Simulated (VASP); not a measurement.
# SiC (Moissanite) (P6_3mc) in VASP: settings compared, part 2 of 2

VASP 6.6.1. The steps go on from the part before.

## 5. Single point, r2SCAN

This run uses another cell than the first one, of 9.72 Å³/atom, 0.922 times its volume.

Input file POSCAR:

```
SiC
1.0
    3.0132068704      0.0000000000      0.0000000000
   -1.5066034352      2.6095136966      0.0000000000
    0.0000000000      0.0000000000      4.9449506768
Si C
2 2
Direct
    0.6666666667      0.3333333333      0.5000000000
    0.3333333333      0.6666666667      0.0000000000
    0.6666666667      0.3333333333      0.8850000000
    0.3333333333      0.6666666667      0.3850000000
```

Input file INCAR.step1:

```
PREC = Accurate ; ENCUT = 520
ISMEAR = -1 ; SIGMA = 0.05
LREAL = False ; LASPH = True
NELM = 100 ; NBANDS = 16
GGA = PE ; ALGO = Normal
EDIFF = 1E-4 ; LWAVE = True
LCHARG = False
```

Input file INCAR.step2:

```
PREC = Accurate ; ENCUT = 520
EDIFF = 1E-7 ; ISMEAR = -1
SIGMA = 0.05 ; LREAL = False
LASPH = True ; NELM = 100
ALGO = Normal ; ISIF = 2
LWAVE = False ; LCHARG = False
METAGGA = R2SCAN ; LMIXTAU = True
NBANDS = 16 ; ISTART = 1
```

Input file KPOINTS:

```
regular mesh
0
Gamma
  10 10 5
```

Launch:

```sh
$ cat potpaw_PBE.64/Si/POTCAR potpaw_PBE.64/C/POTCAR > POTCAR
$ cp INCAR.step1 INCAR
$ mpirun -np 1 vasp_std > vasp.out
$ cp INCAR.step2 INCAR
$ mpirun -np 1 vasp_std > vasp.out
```

It took 47 s on 1 thread of Intel Xeon Platinum 8488C (Sapphire Rapids), shared host; peak memory 0.17 GiB.

Results (log left out):

- Free energy: -38.4833 eV
- Pressure: 15.8 GPa
- Largest force: 0.873 eV/Å
- Band gap on the k mesh: 2.78 eV, indirect (least direct gap 4.74 eV)

Forces on the atoms (eV/Å):
```
Si   0.000  0.000  0.873
Si   0.000  0.000  0.873
C    0.000  0.000 -0.873
C    0.000  0.000 -0.873
```

Stress tensor (GPa, compression positive):
```
18.15  0.00  0.00
 0.00 18.15  0.00
 0.00  0.00 11.20
```

Levels at points of the mesh, in eV from the valence-band top:
```tsv
k point	band 5	band 6	band 7	band 8	band 9	band 10	band 11	band 12
(0.00, 0.00, 0.00)	-1.67	-0.29	-0.29	0.00	5.77	7.25	7.42	7.42
(0.50, 0.00, 0.00)	-5.85	-3.84	-3.52	-1.58	3.17	4.72	7.83	7.97
```

Caveat: the PAW data sets were made with another functional, which shifts forces and pressure a little. A k mesh can miss the band edges.

## 6. Single point, r2SCAN

This run uses another cell than the first one, of 9.93 Å³/atom, 0.941 times its volume.

Input file POSCAR:

```
SiC
1.0
    3.0344273363      0.0000000000      0.0000000000
   -1.5172136681      2.6278911591      0.0000000000
    0.0000000000      0.0000000000      4.9797754205
Si C
2 2
Direct
    0.6666666667      0.3333333333      0.5000000000
    0.3333333333      0.6666666667      0.0000000000
    0.6666666667      0.3333333333      0.8850000000
    0.3333333333      0.6666666667      0.3850000000
```

Input file INCAR.step1:

```
ALGO     = Normal         # electronic algorithm
EDIFF    = 1E-4           # SCF threshold, eV
ENCUT    = 520            # plane-wave cutoff, eV
GGA      = PE             # functional
ISMEAR   = -1             # smearing method
LASPH    = True           # aspherical terms in the spheres
LCHARG   = False          # write CHGCAR
LREAL    = False          # projectors in reciprocal space
LWAVE    = True           # write WAVECAR
NBANDS   = 16             # bands
NELM     = 60             # most SCF steps
PREC     = Accurate       # precision mode
SIGMA    = 0.05           # smearing width, eV
```

Input file INCAR.step2:

```
ALGO     = Normal         # electronic algorithm
EDIFF    = 1E-6           # SCF threshold, eV
ENCUT    = 520            # plane-wave cutoff, eV
ISIF     = 2              # what is computed and relaxed
ISMEAR   = -1             # smearing method
ISTART   = 1            
LASPH    = True           # aspherical terms in the spheres
LCHARG   = False          # write CHGCAR
LMIXTAU  = True         
LREAL    = False          # projectors in reciprocal space
LWAVE    = False          # write WAVECAR
METAGGA  = R2SCAN         # meta-GGA
NBANDS   = 16             # bands
NELM     = 60             # most SCF steps
PREC     = Accurate       # precision mode
SIGMA    = 0.05           # smearing width, eV
```

Input file KPOINTS:

```
k-points
0
Gamma
  10 10 5
```

Potentials or basis: VASP PAW PBE potentials, release 64 (Si, C).

Launch:

```sh
$ cat potpaw_PBE.64/Si/POTCAR potpaw_PBE.64/C/POTCAR > POTCAR
$ cp INCAR.step1 INCAR
$ mpirun -np 1 vasp_std > vasp.out
$ cp INCAR.step2 INCAR
$ mpirun -np 1 vasp_std > vasp.out
```

OUTCAR:

```text
EDIFF = 1E-6
   ENCUT = 520
   ISIF = 2
   ISMEAR = -1
   ISTART = 1
   LASPH = True
   LREAL = False
   METAGGA = R2SCAN
   NELM = 60
   PREC = Accurate

 ion  position               nearest neighbor table
   1  0.667  0.333  0.500-   4 1.84   4 1.84   4 1.84   3 1.92   2 3.04   2 3.04   2 3.04   2 3.04
                             2 3.04   2 3.04
   2  0.333  0.667  0.000-   3 1.84   3 1.84   3 1.84   4 1.92   1 3.04   1 3.04   1 3.04   1 3.04
                             1 3.04   1 3.04
   3  0.667  0.333  0.885-   2 1.84   2 1.84   2 1.84   1 1.92
   4  0.333  0.667  0.385-   1 1.84   1 1.84   1 1.84   2 1.92

  LATTYP: Found a hexagonal cell.
 ALAT       =     3.0344273363
 C/A-ratio  =     1.6410923277

  Lattice vectors:

 A1 = (   3.0344273363,   0.0000000000,   0.0000000000)
 A2 = (  -1.5172136681,   2.6278911591,   0.0000000000)
 A3 = (   0.0000000000,   0.0000000000,   4.9797754205)

Analysis of symmetry for initial positions (statically):
=====================================================================
 Subroutine PRICEL returns:
 Original cell was already a primitive cell.

 Routine SETGRP: Setting up the symmetry group for a
 hexagonal supercell.

 Subroutine GETGRP returns: Found 12 space group operations
 (whereof  6 operations were pure point group operations)
 out of a pool of 24 trial point group operations.

The static configuration has the point symmetry C_3v.
 The point group associated with its full space group is C_6v.

Analysis of symmetry for dynamics (positions and initial velocities):
=====================================================================
 Subroutine PRICEL returns:
 Original cell was already a primitive cell.

 Routine SETGRP: Setting up the symmetry group for a
 hexagonal supercell.

 Subroutine GETGRP returns: Found 12 space group operations
 (whereof  6 operations were pure point group operations)
 out of a pool of 24 trial point group operations.

The dynamic configuration has the point symmetry C_3v.
 The point group associated with its full space group is C_6v.

 Subroutine INISYM returns: Found 12 space group operations
 (whereof  6 operations are pure point group operations),
 and found     1 'primitive' translations

----------------------------------------------------------------------------------------

                                     Primitive cell

  volume of cell :      39.7095

  direct lattice vectors                    reciprocal lattice vectors
     3.034427336  0.000000000  0.000000000     0.329551474  0.190266632  0.000000000
    -1.517213668  2.627891159  0.000000000     0.000000000  0.380533264  0.000000000
     0.000000000  0.000000000  4.979775421     0.000000000  0.000000000  0.200812269

  length of vectors
     3.034427336  3.034427336  4.979775421     0.380533264  0.380533264  0.200812269

  position of ions in fractional coordinates (direct lattice)
     0.666666667  0.333333333  0.500000000
     0.333333333  0.666666667  0.000000000
     0.666666667  0.333333333  0.885000000
     0.333333333  0.666666667  0.385000000

  ion indices of the primitive-cell ions
   primitive index   ion index
                 1           1
                 2           2
                 3           3
                 4           4

----------------------------------------------------------------------------------------

 KPOINTS: k-points

Automatic generation of k-mesh.
 Grid dimensions read from file:
 generate k-points for:   10   10    5

 Generating k-lattice:

  Cartesian coordinates                     Fractional coordinates (reciprocal lattice)
     0.032955147  0.019026663  0.000000000     0.100000000  0.000000000  0.000000000
     0.000000000  0.038053326  0.000000000     0.000000000  0.100000000  0.000000000
     0.000000000  0.000000000  0.040162454     0.000000000  0.000000000  0.200000000

  Length of vectors
     0.038053326  0.038053326  0.040162454

  Shift w.r.t. Gamma in fractional coordinates (k-lattice)
     0.000000000  0.000000000  0.000000000

 Subroutine IBZKPT returns following result:
 ===========================================

 Found     42 irreducible k-points:

 Following reciprocal coordinates:
            Coordinates               Weight
  0.000000  0.000000  0.000000      1.000000
  0.100000  0.000000  0.000000      6.000000
  0.200000  0.000000  0.000000      6.000000
  0.300000 -0.000000  0.000000      6.000000
  0.400000  0.000000  0.000000      6.000000
  0.500000 -0.000000  0.000000      3.000000
[... 16 lines left out ...]
  0.300000  0.100000  0.200000     24.000000
  0.400000  0.100000  0.200000     24.000000
 [... further k-points ...]
   k-points           NKPTS =     42   k-points in BZ     NKDIM =     42   number of bands    NBANDS=     16
   number of dos      NEDOS =    301   number of ions     NIONS =      4
   total plane-waves  NPLWV =  23040
   dimension x,y,z NGX =    24 NGY =   24 NGZ =   40
   dimension x,y,z NGXF=    48 NGYF=   48 NGZF=   80
   ions per type =               2   2
   NGX,Y,Z   is equivalent  to a cutoff of  13.15, 13.15, 13.35 a.u.
   NGXF,Y,Z  is equivalent  to a cutoff of  26.30, 26.30, 26.71 a.u.
 SYSTEM =  unknown system
   PREC   = accura    normal or accurate (medium, high low for compatibility)
   ISTART =      1    job   : 0-new  1-cont  2-samecut
   ICHARG =      0    charge: 1-file 2-atom 10-const
   ISPIN  =      1    spin polarized calculation?
   LNONCOLLINEAR =      F non collinear calculations
   LSORBIT =      F    spin-orbit coupling
   LASPH  =      T    aspherical Exc in radial PAW
   ENCUT  =  520.0 eV  38.22 Ry    6.18 a.u.   5.64  5.64  9.26*2*pi/ulx,y,z
   NELM   =     60;   NELMIN=  2; NELMDL=  0     # of ELM steps
   EDIFF  = 0.1E-05   stopping-criterion for ELM
   LREAL  =      F    real-space projection
   EDIFFG = 0.1E-04   stopping-criterion for IOM
   NSW    =      0    number of steps for IOM
   IBRION =     -1    ionic relax: 0-MD 1-quasi-New 2-CG
   NFREE  =      0    steps in history (QN), initial steepest desc. (CG)
   ISIF   =      2    stress and relaxation
   ISYM   =      2    0-nonsym 1-usesym 2-fastsym
   POTIM  = 0.5000    time-step for ionic-motion
   TEBEG  =    0.0;   TEEND  =   0.0 temperature during run
   PSTRESS=    0.0 pullay stress
   NELECT =      16.0000    total number of electrons
   NUPDOWN=      -1.0000    fix difference up-down
   EMIN   =  10.00;   EMAX   =-10.00  energy-range for DOS
   EFERMI =   0.00;   METHOD = LEGACY
   ISMEAR =    -1;   SIGMA  =   0.05  broadening in eV -4-tet -1-fermi 0-gaus
   EFERMI_NEDOS =   21; number of points for ismear=-14 and -15
   IALGO  =     38    algorithm
   IMIX   =      4    mixing-type and parameters
     AMIX     =   0.40;   BMIX     =  1.00
     AMIX_MAG =   1.60;   BMIX_MAG =  1.00
  volume/ion in A,a.u.               =       9.93        66.99
  Fermi-wavevector in a.u.,A,eV,Ry     =   1.209159  2.284980 19.892620  1.462066
  Thomas-Fermi vector in A             =   2.344745
   LORBIT       =      0    0 simple, 1 ext, 2 COOP (PROOUT), +10 PAW based schemes
   METAGGA = R2SCAN    functional components
   LHFCALC =     F    Hartree Fock is set to
   AEXX    =    0.0000 exact exchange contribution
   IVDW    =     0    specifies the selected vdW correction
   LEPSILON=     F    determine dielectric tensor
   LRPA    =     F    only Hartree local field effects (RPA)
 non-spin polarized calculation
  energy-cutoff  :      520.00
  volume of cell :       39.71
 maximum number of plane-waves:      1099
 NGX is ok and might be reduce to    24
   NGX = 11   NGY = 11   NGZ = 19

 number of electron      15.9999999 magnetization

 Free energy of the ion-electron system (eV)
  ---------------------------------------------------
  ext. energy  EPLUGINS =         0.00000000
  ---------------------------------------------------
  free energy    TOTEN  =       -38.55008968 eV

  energy without entropy =      -38.55008968  energy(sigma->0) =      -38.55008968

 E-fermi :   9.6885     XC(G=0): -12.1100

 val. band max:        8.7710057005   @ k =   0.0000   0.0000   0.0000
 cond. band min:      11.5761506601   @ k =   0.3000   0.3000   0.0000
 fundamental gap:      2.8051449596
 Fermi energy:         9.6885038504

 k-point     1 :       0.0000    0.0000    0.0000
  band No.  band energies     occupation
      1      -8.0832      2.00000
      2      -4.3584      2.00000
      3      -0.4697      2.00000
      4       7.1055      2.00000
      5       7.1055      2.00000
      6       8.4762      2.00000
[... 433 lines left out ...]
      3       0.0396      2.00000
      4       1.5638      2.00000
      5       3.7231      2.00000
      6       4.5806      2.00000
[... 8 lines left out ...]
     15      21.4430      0.00000
     16      22.8695      0.00000

 [... further k-points ...]
[... 5 lines left out ...]
  --------------------------------------------------------------------------------------
  -------------------------------------------------------------------------------------
  Total        2.9750112      2.9750112      1.5115010      0.0000000      0.0000000      0.0000000
  in kB      120.0342879    120.0342879     60.9852961      0.0000000      0.0000000      0.0000000
  external PRESSURE =     100.3512907 kB  Pullay stress =       0.0000000 kB

 VOLUME and BASIS-vectors are now :
 -----------------------------------------------------------------------------
  energy-cutoff  :      520.00
  volume of cell :       39.71
      direct lattice vectors                 reciprocal lattice vectors
     3.034427336  0.000000000  0.000000000     0.329551474  0.190266632  0.000000000
    -1.517213668  2.627891159  0.000000000     0.000000000  0.380533264  0.000000000
     0.000000000  0.000000000  4.979775421     0.000000000  0.000000000  0.200812269

 POSITION                                       TOTAL-FORCE (eV/Angst)
 -----------------------------------------------------------------------------------
      1.51721      0.87596      2.48989        -0.000000      0.000000      0.837600
     -0.00000      1.75193      0.00000         0.000000     -0.000000      0.837600
      1.51721      0.87596      4.40710        -0.000000      0.000000     -0.837600
     -0.00000      1.75193      1.91721        -0.000000      0.000000     -0.837600
 -----------------------------------------------------------------------------------
    total drift:                                0.000000      0.000000      0.000403

  FREE ENERGIE OF THE ION-ELECTRON SYSTEM (eV)
  ---------------------------------------------------
  free  energy   TOTEN  =       -38.5500896776 eV

  energy  without entropy=      -38.5500896776  energy(sigma->0) =      -38.55008968
```

Wall time 45 s (1 thread of Intel Xeon Platinum 8488C (Sapphire Rapids), shared host); peak memory 0.16 GiB.

Results:

| Item | Value |
| --- | --- |
| Free energy | -38.5501 eV |
| Pressure | 10.0 GPa |
| Largest force | 0.838 eV/Å |
| Band gap on the k mesh | 2.81 eV, indirect (least direct gap 4.69 eV) |

Forces on the atoms (eV/Å):
```
Si   0.000  0.000  0.838
Si   0.000  0.000  0.838
C    0.000  0.000 -0.838
C    0.000  0.000 -0.838
```

Levels at points of the mesh, in eV from the valence-band top:
| k point | band 4 | band 5 | band 6 | band 7 | band 8 | band 9 | band 10 | band 11 | band 12 | band 13 |
| --- | --- | --- | --- | --- | --- | --- | --- | --- | --- | --- |
| (0.00, 0.00, 0.00) | -1.67 | -1.67 | -0.29 | -0.29 | 0.00 | 5.57 | 7.02 | 7.28 | 7.28 | 8.53 |
| (0.50, 0.00, 0.00) | -6.91 | -5.78 | -3.80 | -3.45 | -1.58 | 3.12 | 4.69 | 7.65 | 7.88 | 10.81 |

Caveat: the PAW data sets were made with another functional, which shifts forces and pressure a little.

## 7. Summary

```tsv
level	cell	gap on the mesh (eV)	pressure (GPa)	largest force (eV/Å)
BLYP+D4	a = 3.096, b = 3.096, c = 5.081 Å, angles 90.0, 90.0, 120.0°, 4 atoms	2.81	-3.8	0.71
BLYP+D4	a = 3.116, b = 3.116, c = 5.114 Å, angles 90.0, 90.0, 120.0°, 4 atoms	2.77	-7.5	0.67
BLYP+D4	a = 3.136, b = 3.136, c = 5.147 Å, angles 90.0, 90.0, 120.0°, 4 atoms	2.73	-10.7	0.64
r2SCAN	a = 3.013, b = 3.013, c = 4.945 Å, angles 90.0, 90.0, 120.0°, 4 atoms	2.78	15.8	0.87
r2SCAN	a = 3.034, b = 3.034, c = 4.980 Å, angles 90.0, 90.0, 120.0°, 4 atoms	2.81	10.0	0.84
```

Alike in all rows: task single point; potentials or basis VASP PAW PBE potentials, release 64 (Si, C); no spin polarisation; k mesh 10 × 10 × 5; cutoff (eV) 520; smearing fermi-dirac 0.05 eV.

Caveats: the PAW data sets were made with another functional, which shifts forces and pressure a little.

Absolute energies hang on the potentials; compare differences alone.
